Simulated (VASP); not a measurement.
# CuI (P4/nmm) in VASP: further runs

CuI is run at these levels: PBE+D3(BJ); tasks: single point, relaxation of shape and atoms at fixed volume.

All numbers are computed with VASP 6.6.1; they aren't measurements. Logs are shortened: lines on timing, memory, paths and dates and some standing lists are left out, and cuts for length are marked.

## Step 1: The cell of the first run

Symmetry: P4/nmm, No. 129, tetragonal system. Conventional cell: a = 4.070 Å, b = 4.070 Å, c = 6.683 Å, α = 90.00°, β = 90.00°, γ = 90.00°. Cu (site symmetry -4m2) has 4 I at 2.66 Å and 4 Cu at 2.88 Å within 3.5 Å. Within 3.5 Å of I (site symmetry 4mm) lie 4 Cu at 2.66 Å.

## Step 2: Single point, PBE+D3(BJ) (27.67 Å³/atom)

INCAR

```
PREC = Accurate ; ENCUT = 520
EDIFF = 1E-7 ; ISMEAR = 0
SIGMA = 0.02 ; LREAL = False
LASPH = True ; NELM = 80
ALGO = Normal ; ISIF = 2
LWAVE = False ; LCHARG = False
GGA = PE ; IVDW = 12
NBANDS = 26
```

KPOINTS

```
Automatic mesh
0
Gamma
  8 8 6
```

POSCAR

```
CuI
1.0
    4.0697901933      0.0000000000      0.0000000000
    0.0000000000      4.0697901933      0.0000000000
    0.0000000000      0.0000000000      6.6825821275
Cu I
2 2
Direct
    0.5000000000      0.5000000000      0.0000000000
    0.0000000000      0.0000000000      0.0000000000
    0.5000000000      0.0000000000      0.2567791121
    0.0000000000      0.5000000000      0.7432208879
```

Potentials or basis: VASP PAW PBE potentials, release 64 (Cu, I).

Started as:

```
$ cat potpaw_PBE.64/Cu/POTCAR potpaw_PBE.64/I/POTCAR > POTCAR
$ mpirun -np 1 vasp_std > vasp.out
```

OUTCAR:

```text
PREC = Accurate
   ENCUT = 520
   EDIFF = 1E-7
   ISMEAR = 0
   LREAL = False
   LASPH = True
   NELM = 80
   ISIF = 2
   GGA = PE
   IVDW = 12
 IVDW          = 12

 ion  position               nearest neighbor table
   1  0.500  0.500  0.000-   3 2.66   4 2.66   3 2.66   4 2.66
   2  0.000  0.000  0.000-   3 2.66   4 2.66   4 2.66   3 2.66
   3  0.500  0.000  0.257-   1 2.66   2 2.66   1 2.66   2 2.66
   4  0.000  0.500  0.743-   1 2.66   2 2.66   2 2.66   1 2.66

  LATTYP: Found a simple tetragonal cell.
 ALAT       =     4.0697901933
 C/A-ratio  =     1.6419967148

  Lattice vectors:

 A1 = (   4.0697901933,   0.0000000000,   0.0000000000)
 A2 = (   0.0000000000,   4.0697901933,   0.0000000000)
 A3 = (   0.0000000000,   0.0000000000,   6.6825821275)

Analysis of symmetry for initial positions (statically):
=====================================================================
 Subroutine PRICEL returns:
 Original cell was already a primitive cell.

 Routine SETGRP: Setting up the symmetry group for a
 simple tetragonal supercell.

 Subroutine GETGRP returns: Found 16 space group operations
 (whereof  8 operations were pure point group operations)
 out of a pool of 16 trial point group operations.

The static configuration has the point symmetry D_2d.
 The point group associated with its full space group is D_4h.

Analysis of symmetry for dynamics (positions and initial velocities):
=====================================================================
 Subroutine PRICEL returns:
 Original cell was already a primitive cell.

 Routine SETGRP: Setting up the symmetry group for a
 simple tetragonal supercell.

 Subroutine GETGRP returns: Found 16 space group operations
 (whereof  8 operations were pure point group operations)
 out of a pool of 16 trial point group operations.

The dynamic configuration has the point symmetry D_2d.
 The point group associated with its full space group is D_4h.

 Subroutine INISYM returns: Found 16 space group operations
 (whereof  8 operations are pure point group operations),
 and found     1 'primitive' translations

----------------------------------------------------------------------------------------

                                     Primitive cell

  volume of cell :     110.6849

  direct lattice vectors                    reciprocal lattice vectors
     4.069790193  0.000000000  0.000000000     0.245712912  0.000000000  0.000000000
     0.000000000  4.069790193  0.000000000     0.000000000  0.245712912  0.000000000
     0.000000000  0.000000000  6.682582127     0.000000000  0.000000000  0.149642755

  length of vectors
     4.069790193  4.069790193  6.682582127     0.245712912  0.245712912  0.149642755

  position of ions in fractional coordinates (direct lattice)
     0.500000000  0.500000000  0.000000000
     0.000000000  0.000000000  0.000000000
     0.500000000  0.000000000  0.256779112
     0.000000000  0.500000000  0.743220888

  ion indices of the primitive-cell ions
   primitive index   ion index
                 1           1
                 2           2
                 3           3
                 4           4

----------------------------------------------------------------------------------------

 KPOINTS: Automatic mesh

Automatic generation of k-mesh.
 Grid dimensions read from file:
 generate k-points for:    8    8    6

 Generating k-lattice:

  Cartesian coordinates                     Fractional coordinates (reciprocal lattice)
     0.030714114  0.000000000  0.000000000     0.125000000  0.000000000  0.000000000
     0.000000000  0.030714114  0.000000000     0.000000000  0.125000000  0.000000000
     0.000000000  0.000000000  0.024940459     0.000000000  0.000000000  0.166666667

  Length of vectors
     0.030714114  0.030714114  0.024940459

  Shift w.r.t. Gamma in fractional coordinates (k-lattice)
     0.000000000  0.000000000  0.000000000

 Subroutine IBZKPT returns following result:
 ===========================================

 Found     60 irreducible k-points:

 Following reciprocal coordinates:
            Coordinates               Weight
  0.000000  0.000000  0.000000      1.000000
  0.125000  0.000000  0.000000      4.000000
  0.250000  0.000000  0.000000      4.000000
  0.375000  0.000000  0.000000      4.000000
  0.500000  0.000000  0.000000      2.000000
  0.125000  0.125000  0.000000      4.000000
[... 16 lines left out ...]
  0.375000  0.125000  0.166667     16.000000
  0.500000  0.125000  0.166667      8.000000
 [... further k-points ...]
   k-points           NKPTS =     60   k-points in BZ     NKDIM =     60   number of bands    NBANDS=     26
   number of dos      NEDOS =    301   number of ions     NIONS =      4
   total plane-waves  NPLWV =  45000
   dimension x,y,z NGX =    30 NGY =   30 NGZ =   50
   dimension x,y,z NGXF=    60 NGYF=   60 NGZF=  100
   ions per type =               2   2
   NGX,Y,Z   is equivalent  to a cutoff of  12.25, 12.25, 12.44 a.u.
   NGXF,Y,Z  is equivalent  to a cutoff of  24.51, 24.51, 24.88 a.u.
 SYSTEM =  unknown system
   PREC   = accura    normal or accurate (medium, high low for compatibility)
   ISTART =      0    job   : 0-new  1-cont  2-samecut
   ICHARG =      2    charge: 1-file 2-atom 10-const
   ISPIN  =      1    spin polarized calculation?
   LNONCOLLINEAR =      F non collinear calculations
   LSORBIT =      F    spin-orbit coupling
   LASPH  =      T    aspherical Exc in radial PAW
   ENCUT  =  520.0 eV  38.22 Ry    6.18 a.u.   7.57  7.57 12.43*2*pi/ulx,y,z
   NELM   =     80;   NELMIN=  2; NELMDL= -5     # of ELM steps
   EDIFF  = 0.1E-06   stopping-criterion for ELM
   LREAL  =      F    real-space projection
   EDIFFG = 0.1E-05   stopping-criterion for IOM
   NSW    =      0    number of steps for IOM
   IBRION =     -1    ionic relax: 0-MD 1-quasi-New 2-CG
   NFREE  =      0    steps in history (QN), initial steepest desc. (CG)
   ISIF   =      2    stress and relaxation
   ISYM   =      2    0-nonsym 1-usesym 2-fastsym
   POTIM  = 0.5000    time-step for ionic-motion
   TEBEG  =    0.0;   TEEND  =   0.0 temperature during run
   PSTRESS=    0.0 pullay stress
   NELECT =      36.0000    total number of electrons
   NUPDOWN=      -1.0000    fix difference up-down
   EMIN   =  10.00;   EMAX   =-10.00  energy-range for DOS
   EFERMI =   0.00;   METHOD = LEGACY
   ISMEAR =     0;   SIGMA  =   0.02  broadening in eV -4-tet -1-fermi 0-gaus
   EFERMI_NEDOS =   21; number of points for ismear=-14 and -15
   IALGO  =     38    algorithm
   IMIX   =      4    mixing-type and parameters
     AMIX     =   0.40;   BMIX     =  1.00
     AMIX_MAG =   1.60;   BMIX_MAG =  1.00
  volume/ion in A,a.u.               =      27.67       186.73
  Fermi-wavevector in a.u.,A,eV,Ry     =   1.125847  2.127543 17.245826  1.267532
  Thomas-Fermi vector in A             =   2.262526
   LORBIT       =      0    0 simple, 1 ext, 2 COOP (PROOUT), +10 PAW based schemes
   GGA     = PE    functional components
   LHFCALC =     F    Hartree Fock is set to
   AEXX    =    0.0000 exact exchange contribution
   IVDW    =    12    specifies the selected vdW correction
   LEPSILON=     F    determine dielectric tensor
   LRPA    =     F    only Hartree local field effects (RPA)
 non-spin polarized calculation
 Gauss-broadening in eV      SIGMA  =   0.02
  energy-cutoff  :      520.00
  volume of cell :      110.68
 maximum number of plane-waves:      3007
   NGX = 15   NGY = 15   NGZ = 25

 number of electron      35.9999977 magnetization

 Free energy of the ion-electron system (eV)
  ---------------------------------------------------
  ext. energy  EPLUGINS =         0.00000000
  ---------------------------------------------------
  free energy    TOTEN  =       -11.09149797 eV

  energy without entropy =      -11.09149797  energy(sigma->0) =      -11.09149797

 E-fermi :   4.4516     XC(G=0):  -8.9301

 val. band max:        4.2978106054   @ k =   0.0000   0.0000   0.0000
 cond. band min:       5.8931992957   @ k =   0.0000   0.0000   0.0000
 fundamental gap:      1.5953886903
 Fermi energy:         4.4515719041

 k-point     1 :       0.0000    0.0000    0.0000
  band No.  band energies     occupation
      1      -9.5324      2.00000
      2      -8.8920      2.00000
      3      -1.4588      2.00000
      4       0.5652      2.00000
      5       0.8137      2.00000
      6       0.8137      2.00000
[... 18 lines left out ...]
     25      12.4803      0.00000
     26      13.0939      0.00000

 k-point     2 :       0.1250    0.0000    0.0000
  band No.  band energies     occupation
      1      -9.4743      2.00000
      2      -8.8744      2.00000
      3      -1.3593      2.00000
      4       0.5398      2.00000
      5       0.6251      2.00000
      6       0.8342      2.00000
[... 18 lines left out ...]
     25      12.4558      0.00000
     26      12.8143      0.00000

 k-point     3 :       0.2500    0.0000    0.0000
  band No.  band energies     occupation
      1      -9.3176      2.00000
      2      -8.8420      2.00000
      3      -1.0913      2.00000
      4       0.0426      2.00000
      5       0.1796      2.00000
      6       0.6438      2.00000
[... 18 lines left out ...]
     25      11.5263      0.00000
     26      12.3964      0.00000

 k-point     4 :       0.3750    0.0000    0.0000
  band No.  band energies     occupation
      1      -9.1142      2.00000
      2      -8.8466      2.00000
      3      -0.8309      2.00000
      4      -0.5480      2.00000
      5      -0.1116      2.00000
      6       0.4895      2.00000
[... 18 lines left out ...]
     25      11.2666      0.00000
     26      11.5049      0.00000
[... 496 lines left out ...]
      1      -9.2420      2.00000
      2      -8.8453      2.00000
      3      -0.9885      2.00000
      4      -0.0323      2.00000
      5       0.1681      2.00000
      6       0.6239      2.00000
[... 18 lines left out ...]
     25      10.7288      0.00000
     26      12.2844      0.00000

 k-point    23 :       0.3750    0.1250    0.1667
  band No.  band energies     occupation
      1      -9.0536      2.00000
      2      -8.8304      2.00000
      3      -0.9005      2.00000
      4      -0.5956      2.00000
      5       0.0433      2.00000
      6       0.5693      2.00000
[... 18 lines left out ...]
     25      11.5364      0.00000
     26      12.2291      0.00000

 k-point    24 :       0.5000    0.1250    0.1667
  band No.  band energies     occupation
      1      -8.8983      2.00000
      2      -8.8983      2.00000
      3      -0.8881      2.00000
      4      -0.8881      2.00000
      5       0.3204      2.00000
      6       0.3204      2.00000
[... 18 lines left out ...]
     25      11.7169      0.00000
     26      11.7169      0.00000

 [... further k-points ...]

------------------------ aborting loop because EDIFF is reached ----------------------------------------

 Edisp (eV)   -1.38415

 E8    (eV) :    -0.6066

  FORCE on cell =-STRESS in cart. coord.  units (eV):
  Direction    XX          YY          ZZ          XY          YZ          ZX
  --------------------------------------------------------------------------------------
  -------------------------------------------------------------------------------------
  Total      -0.84550    -0.84550    -0.86855     0.00000     0.00000     0.00000
  in kB     -12.23869   -12.23869   -12.57237     0.00000     0.00000     0.00000
  external pressure =      -12.35 kB  Pullay stress =        0.00 kB

 VOLUME and BASIS-vectors are now :
 -----------------------------------------------------------------------------
  energy-cutoff  :      520.00
  volume of cell :      110.68
      direct lattice vectors                 reciprocal lattice vectors
     4.069790193  0.000000000  0.000000000     0.245712912  0.000000000  0.000000000
     0.000000000  4.069790193  0.000000000     0.000000000  0.245712912  0.000000000
     0.000000000  0.000000000  6.682582127     0.000000000  0.000000000  0.149642755

 POSITION                                       TOTAL-FORCE (eV/Angst)
 -----------------------------------------------------------------------------------
      2.03490      2.03490      0.00000         0.000000      0.000000      0.000000
      0.00000      0.00000      0.00000         0.000000     -0.000000      0.000000
      2.03490      0.00000      1.71595         0.000000      0.000000      0.007239
      0.00000      2.03490      4.96663        -0.000000     -0.000000     -0.007239
 -----------------------------------------------------------------------------------
    total drift:                                0.000000      0.000000      0.000000

  FREE ENERGIE OF THE ION-ELECTRON SYSTEM (eV)
  ---------------------------------------------------
  free  energy   TOTEN  =       -12.4756435579 eV

  energy  without entropy=      -12.4756435579  energy(sigma->0) =      -12.47564356
```

Wall time 2.9 min (1 thread of Intel Xeon 6975P-C, shared host); peak memory 0.31 GiB.

Results:

```yaml
Free_energy: -12.4756 eV
Pressure: -1.2 GPa
Largest_force: 0.007 eV/Å
Band_gap_on_the_k_mesh: 1.60 eV
Dispersion_energy_per_atom: -0.346 eV
```

Forces in eV/Å, atoms in the order of the input:
```
Cu   0.000  0.000  0.000
Cu   0.000  0.000  0.000
I    0.000  0.000  0.007
I    0.000  0.000 -0.007
```

Levels at points of the mesh, in eV from the valence-band top:
| k point | band 16 | band 17 | band 18 | band 19 | band 20 | band 21 |
| --- | --- | --- | --- | --- | --- | --- |
| (0.00, 0.00, 0.00) | -0.85 | 0.00 | 0.00 | 1.60 | 3.21 | 3.48 |
| (0.50, 0.00, 0.00) | -1.07 | -0.43 | -0.43 | 3.57 | 3.57 | 4.97 |
| (0.50, 0.50, 0.00) | -1.61 | -1.01 | -1.01 | 2.67 | 2.67 | 2.87 |
| (0.00, 0.00, 0.50) | -1.09 | -0.25 | -0.25 | 3.18 | 3.38 | 3.57 |
| (0.50, 0.00, 0.50) | -0.74 | -0.41 | -0.41 | 2.26 | 2.26 | 5.17 |
| (0.50, 0.50, 0.50) | -1.61 | -0.94 | -0.94 | 3.95 | 3.95 | 3.96 |

Caveat: spin-orbit coupling is left out, which moves the levels of the heavy elements.

## Step 3: Relaxation of shape and atoms at fixed volume, PBE+D3(BJ) (22.14 Å³/atom)

This run uses another cell than the first one, of 22.14 Å³/atom.

INCAR

```
PREC     = Accurate       # precision mode
ENCUT    = 600            # plane-wave cutoff, eV
EDIFF    = 1E-6           # SCF threshold, eV
ISMEAR   = 0              # smearing method
SIGMA    = 0.02           # smearing width, eV
LREAL    = False          # projectors in reciprocal space
LASPH    = True           # aspherical terms in the spheres
NELM     = 60             # most SCF steps
ALGO     = Normal         # electronic algorithm
ISIF     = 4              # what is computed and relaxed
LWAVE    = False          # write WAVECAR
LCHARG   = False          # write CHGCAR
GGA      = PE             # functional
IVDW     = 12             # dispersion correction
IBRION   = 2              # ionic algorithm
NSW      = 50             # ionic steps
EDIFFG   = -0.01          # ionic threshold
```

KPOINTS is that of step 2.

POSCAR

```
CuI
1.0
    3.8890804024      0.0000000000      0.0000000000
    0.0000000000      3.8890804024      0.0000000000
    0.0000000000      0.0000000000      5.8544282819
Cu I
2 2
Direct
    0.5000000000      0.5000000000      0.0000000000
    0.0000000000      0.0000000000      0.0000000000
    0.5000000000      0.0000000000      0.2916300002
    0.0000000000      0.5000000000      0.7083699998
```

Potentials or basis: VASP PAW PBE potentials, release 64 (Cu, I).

Started as:

```
$ cat potpaw_PBE.64/Cu/POTCAR potpaw_PBE.64/I/POTCAR > POTCAR
$ mpirun -np 1 vasp_std > vasp.out
```

Run time: 4.9 min. Hardware: 1 thread of Intel Xeon 6975P-C, shared host; peak memory 0.32 GiB.

Results (log left out):

```yaml
Free_energy: -12.3673 eV
Energy_gained_by_relaxing: 2.1 meV/atom
Ionic_steps: 6
Pressure_after_relaxing: 4.9 GPa
Band_gap_on_the_k_mesh: 1.53 eV
Dispersion_energy_per_atom: -0.436 eV
```

Forces on the atoms (eV/Å):
```
Cu   0.000  0.000  0.000
Cu   0.000  0.000  0.000
I    0.000  0.000  0.003
I    0.000  0.000 -0.003
```

Stress tensor (GPa, compression positive):
```
4.89 0.00 0.00
0.00 4.89 0.00
0.00 0.00 4.80
```

Step by step:
| step | energy change (eV) | largest force (eV/Å) | pressure (GPa) | volume (Å³) |
| --- | --- | --- | --- | --- |
| 1 | 0.0000 | 0.2991 | 5.72 | 88.55 |
| 2 | -0.0062 | 0.1286 | 5.23 | 88.55 |
| 3 | -0.0076 | 0.0129 | 4.91 | 88.55 |
| 4 | -0.0076 | 0.0048 | 4.91 | 88.55 |
| 5 | -0.0078 | 0.0033 | 4.80 | 88.55 |
| 6 | -0.0082 | 0.0028 | 4.86 | 88.55 |

Final structure:
```
CELL_PARAMETERS angstrom
3.89828 0.00000 0.00000
0.00000 3.89828 0.00000
0.00000 0.00000 5.82682
ATOMIC_POSITIONS crystal
Cu 0.50000 0.50000 0.00000
Cu 0.00000 0.00000 0.00000
I 0.50000 0.00000 0.29632
I 0.00000 0.50000 0.70368
```

Levels at points of the mesh, in eV from the valence-band top:
```csv
k point,band 15,band 16,band 17,band 18,band 19,band 20,band 21,band 22
"(0.00, 0.00, 0.00)",-1.61,-1.52,0.00,0.00,1.53,2.90,3.40,4.38
"(0.50, 0.00, 0.00)",-1.77,-1.77,-0.88,-0.88,4.07,4.07,4.22,4.22
"(0.50, 0.50, 0.00)",-2.22,-2.22,-1.62,-1.62,1.91,1.91,2.00,2.00
"(0.00, 0.00, 0.50)",-1.67,-1.61,-1.00,-1.00,3.50,3.58,3.73,3.99
"(0.50, 0.00, 0.50)",-1.00,-1.00,-0.78,-0.78,1.84,1.84,5.21,5.21
"(0.50, 0.50, 0.50)",-2.22,-2.22,-1.34,-1.34,4.21,4.21,4.51,4.51
```

Caveat: spin-orbit coupling is left out, which moves the levels of the heavy elements.

[end of part 1 of 2]
